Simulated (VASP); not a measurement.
# Br (Fm-3m) in VASP: further runs, part 2 of 2

VASP 6.6.1. The steps go on from the part before.

### Step 4. Single point, PBE

This run uses another cell than the first one, of 27.47 Å³/atom.

File INCAR:

```
PREC = Accurate ; ENCUT = 520
EDIFF = 1E-6 ; ISMEAR = -1
SIGMA = 0.06122561905347299 ; LREAL = F
LASPH = T ; NELM = 100
ALGO = Normal ; ISIF = 2
LWAVE = F ; LCHARG = F
GGA = PE ; NBANDS = 10
```

File KPOINTS:

```
Automatic mesh
0
Gamma
  40 40 40
```

File POSCAR:

```
Br
1.0
    0.0000000000      2.3947422866      2.3947422866
    2.3947422866      0.0000000000      2.3947422866
    2.3947422866      2.3947422866      0.0000000000
Br
1
Direct
    0.0000000000      0.0000000000      0.0000000000
```

Potentials or basis: VASP PAW PBE potentials, release 64 (Br).

On the command line:

```bash
$ cat potpaw_PBE.64/Br/POTCAR > POTCAR
$ mpirun -np 1 vasp_std > vasp.out
```

OUTCAR:

```text
PREC = Accurate
   ENCUT = 520
   EDIFF = 1E-6
   ISMEAR = -1
   LREAL = F
   LASPH = T
   NELM = 100
   ISIF = 2
   GGA = PE

 ion  position               nearest neighbor table
   1  0.000  0.000  0.000-

  LATTYP: Found a face centered cubic cell.
 ALAT       =     4.7894845732

  Lattice vectors:

 A1 = (   0.0000000000,   2.3947422866,   2.3947422866)
 A2 = (   2.3947422866,   0.0000000000,   2.3947422866)
 A3 = (   2.3947422866,   2.3947422866,   0.0000000000)

Analysis of symmetry for initial positions (statically):
=====================================================================
 Subroutine PRICEL returns:
 Original cell was already a primitive cell.

 Routine SETGRP: Setting up the symmetry group for a
 face centered cubic supercell.

 Subroutine GETGRP returns: Found 48 space group operations
 (whereof 48 operations were pure point group operations)
 out of a pool of 48 trial point group operations.

The static configuration has the point symmetry O_h .

Analysis of symmetry for dynamics (positions and initial velocities):
=====================================================================
 Subroutine PRICEL returns:
 Original cell was already a primitive cell.

 Routine SETGRP: Setting up the symmetry group for a
 face centered cubic supercell.

 Subroutine GETGRP returns: Found 48 space group operations
 (whereof 48 operations were pure point group operations)
 out of a pool of 48 trial point group operations.

The dynamic configuration has the point symmetry O_h .

 Subroutine INISYM returns: Found 48 space group operations
 (whereof 48 operations are pure point group operations),
 and found     1 'primitive' translations

----------------------------------------------------------------------------------------

                                     Primitive cell

  volume of cell :      27.4667

  direct lattice vectors                    reciprocal lattice vectors
     0.000000000  2.394742287  2.394742287    -0.208790734  0.208790734  0.208790734
     2.394742287  0.000000000  2.394742287     0.208790734 -0.208790734  0.208790734
     2.394742287  2.394742287  0.000000000     0.208790734  0.208790734 -0.208790734

  length of vectors
     3.386677020  3.386677020  3.386677020     0.361636160  0.361636160  0.361636160

  position of ions in fractional coordinates (direct lattice)
     0.000000000  0.000000000  0.000000000

  ion indices of the primitive-cell ions
   primitive index   ion index
                 1           1

----------------------------------------------------------------------------------------

 KPOINTS: Automatic mesh

Automatic generation of k-mesh.
 Grid dimensions read from file:
 generate k-points for:   40   40   40

 Generating k-lattice:

  Cartesian coordinates                     Fractional coordinates (reciprocal lattice)
    -0.005219768  0.005219768  0.005219768     0.025000000  0.000000000  0.000000000
     0.005219768 -0.005219768  0.005219768     0.000000000  0.025000000  0.000000000
     0.005219768  0.005219768 -0.005219768     0.000000000  0.000000000  0.025000000

  Length of vectors
     0.009040904  0.009040904  0.009040904

  Shift w.r.t. Gamma in fractional coordinates (k-lattice)
     0.000000000  0.000000000  0.000000000

 Subroutine IBZKPT returns following result:
 ===========================================

 Found   1661 irreducible k-points:

 Following reciprocal coordinates:
            Coordinates               Weight
  0.000000  0.000000  0.000000      1.000000
  0.025000  0.000000  0.000000      8.000000
  0.050000  0.000000  0.000000      8.000000
  0.075000  0.000000  0.000000      8.000000
  0.100000  0.000000  0.000000      8.000000
  0.125000  0.000000  0.000000      8.000000
[... 16 lines left out ...]
  0.050000  0.025000  0.000000     24.000000
  0.075000  0.025000  0.000000     24.000000
 [... further k-points ...]
   k-points           NKPTS =   1661   k-points in BZ     NKDIM =   1661   number of bands    NBANDS=     10
   number of dos      NEDOS =    301   number of ions     NIONS =      1
   total plane-waves  NPLWV =  21952
   dimension x,y,z NGX =    28 NGY =   28 NGZ =   28
   dimension x,y,z NGXF=    56 NGYF=   56 NGZF=   56
   ions per type =               1
   NGX,Y,Z   is equivalent  to a cutoff of  13.74, 13.74, 13.74 a.u.
   NGXF,Y,Z  is equivalent  to a cutoff of  27.49, 27.49, 27.49 a.u.
 SYSTEM =  unknown system
   PREC   = accura    normal or accurate (medium, high low for compatibility)
   ISTART =      0    job   : 0-new  1-cont  2-samecut
   ICHARG =      2    charge: 1-file 2-atom 10-const
   ISPIN  =      1    spin polarized calculation?
   LNONCOLLINEAR =      F non collinear calculations
   LSORBIT =      F    spin-orbit coupling
   LASPH  =      T    aspherical Exc in radial PAW
   ENCUT  =  520.0 eV  38.22 Ry    6.18 a.u.   6.30  6.30  6.30*2*pi/ulx,y,z
   NELM   =    100;   NELMIN=  2; NELMDL= -5     # of ELM steps
   EDIFF  = 0.1E-05   stopping-criterion for ELM
   LREAL  =      F    real-space projection
   EDIFFG = 0.1E-04   stopping-criterion for IOM
   NSW    =      0    number of steps for IOM
   IBRION =     -1    ionic relax: 0-MD 1-quasi-New 2-CG
   NFREE  =      0    steps in history (QN), initial steepest desc. (CG)
   ISIF   =      2    stress and relaxation
   ISYM   =      2    0-nonsym 1-usesym 2-fastsym
   POTIM  = 0.5000    time-step for ionic-motion
   TEBEG  =    0.0;   TEEND  =   0.0 temperature during run
   PSTRESS=    0.0 pullay stress
   NELECT =       7.0000    total number of electrons
   NUPDOWN=      -1.0000    fix difference up-down
   EMIN   =  10.00;   EMAX   =-10.00  energy-range for DOS
   EFERMI =   0.00;   METHOD = LEGACY
   ISMEAR =    -1;   SIGMA  =   0.06  broadening in eV -4-tet -1-fermi 0-gaus
   EFERMI_NEDOS =   21; number of points for ismear=-14 and -15
   IALGO  =     38    algorithm
   IMIX   =      4    mixing-type and parameters
     AMIX     =   0.40;   BMIX     =  1.00
     AMIX_MAG =   1.60;   BMIX_MAG =  1.00
  volume/ion in A,a.u.               =      27.47       185.35
  Fermi-wavevector in a.u.,A,eV,Ry     =   1.037940  1.961421 14.657808  1.077319
  Thomas-Fermi vector in A             =   2.172401
   LORBIT       =      0    0 simple, 1 ext, 2 COOP (PROOUT), +10 PAW based schemes
   GGA     = PE    functional components
   LHFCALC =     F    Hartree Fock is set to
   AEXX    =    0.0000 exact exchange contribution
   IVDW    =     0    specifies the selected vdW correction
   LEPSILON=     F    determine dielectric tensor
   LRPA    =     F    only Hartree local field effects (RPA)
 non-spin polarized calculation
  energy-cutoff  :      520.00
  volume of cell :       27.47
 maximum number of plane-waves:       755
 NGX is ok and might be reduce to    28
   NGX = 13   NGY = 13   NGZ = 13

 number of electron       7.0000001 magnetization

 Free energy of the ion-electron system (eV)
  ---------------------------------------------------
  ext. energy  EPLUGINS =         0.00000000
  ---------------------------------------------------
  free energy    TOTEN  =        -0.98570604 eV

  energy without entropy =       -0.96204906  energy(sigma->0) =       -0.97387755

 E-fermi :   1.1043     XC(G=0):  -9.1192

 val. band max:        1.1042576713   @ k =  -0.4500   0.1500   0.0250
 cond. band min:       1.1049879709   @ k =  -0.4000   0.1750   0.0000
 fundamental gap:      0.0007302996
 Fermi energy:         1.1042711512

 k-point     1 :       0.0000    0.0000    0.0000
  band No.  band energies     occupation
      1     -13.9134      2.00000
      2       1.9100      0.00000
      3       1.9100      0.00000
      4       1.9100      0.00000
      5       8.8845      0.00000
      6      13.6449      0.00000
      7      13.6449      0.00000
      8      13.6449      0.00000
      9      17.6814      0.00000
     10      17.6867      0.00000
[... 287 lines left out ...]
 k-point    24 :       0.0750    0.0250    0.0000
  band No.  band energies     occupation
      1     -13.8639      2.00000
      2       1.5761      0.00090
      3       1.8523      0.00001
      4       1.8801      0.00001
      5       9.2077      0.00000
      6      13.3054      0.00000
      7      13.7658      0.00000
      8      13.7900      0.00000
      9      17.1356      0.00000
     10      17.5454      0.00000

 [... further k-points ...]

------------------------ aborting loop because EDIFF is reached ----------------------------------------

  FORCE on cell =-STRESS in cart. coord.  units (eV):
  Direction    XX          YY          ZZ          XY          YZ          ZX
  --------------------------------------------------------------------------------------
  -------------------------------------------------------------------------------------
  Total       -0.1652899     -0.1652899     -0.1652899      0.0000000     -0.0000000      0.0000000
  in kB       -9.6416347     -9.6416347     -9.6416347      0.0000000     -0.0000000      0.0000000
  external PRESSURE =      -9.6416347 kB  Pullay stress =       0.0000000 kB

 VOLUME and BASIS-vectors are now :
 -----------------------------------------------------------------------------
  energy-cutoff  :      520.00
  volume of cell :       27.47
      direct lattice vectors                 reciprocal lattice vectors
     0.000000000  2.394742287  2.394742287    -0.208790734  0.208790734  0.208790734
     2.394742287  0.000000000  2.394742287     0.208790734 -0.208790734  0.208790734
     2.394742287  2.394742287  0.000000000     0.208790734  0.208790734 -0.208790734

 POSITION                                       TOTAL-FORCE (eV/Angst)
 -----------------------------------------------------------------------------------
      0.00000      0.00000      0.00000         0.000000      0.000000      0.000000
 -----------------------------------------------------------------------------------
    total drift:                                0.000000      0.000000     -0.000000

  FREE ENERGIE OF THE ION-ELECTRON SYSTEM (eV)
  ---------------------------------------------------
  free  energy   TOTEN  =        -0.9857060413 eV

  energy  without entropy=       -0.9620490556  energy(sigma->0) =       -0.97387755
```

Run time: 10 min. Hardware: 1 thread of Intel Xeon 8259CL, shared host; peak memory 0.48 GiB.

Results:

```
Free energy            : -0.9857 eV
Pressure               : -1.0 GPa
Band gap on the k mesh : zero (an odd number of electrons rules out a gap without spin polarisation)
```

Levels at points of the mesh, in eV from the Fermi level:
```tsv
k point	band 1	band 2	band 3	band 4	band 5	band 6	band 7	band 8
(0.00, 0.00, 0.00)	-15.02	0.81	0.81	0.81	7.78	12.54	12.54	12.54
(0.50, 0.00, 0.00)	-13.78	-4.21	0.21	0.21	8.37	11.93	11.93	14.45
(0.50, 0.50, 0.00)	-13.36	-3.75	-0.99	-0.99	6.79	7.99	18.07	20.06
```

Caveat: an odd number of electrons without spin polarisation forces a metal; a magnetic or distorted state may lie lower.

### Step 5. The runs side by side

```csv
cell,gap on the mesh (eV),pressure (GPa)
"a = 3.343 Å, angles 60.0°, 1 atom",none,0.0
"a = 3.365 Å, angles 60.0°, 1 atom",none,-0.5
"a = 3.387 Å, angles 60.0°, 1 atom",none,-1.0
```

Alike in all rows: task single point; level PBE; potentials or basis VASP PAW PBE potentials, release 64 (Br); no spin polarisation; k mesh 40 × 40 × 40; cutoff (eV) 520; smearing fermi-dirac 0.0612256 eV.

Caveats: an odd number of electrons without spin polarisation forces a metal; a magnetic or distorted state may lie lower.

Absolute energies hang on the potentials; compare differences alone.
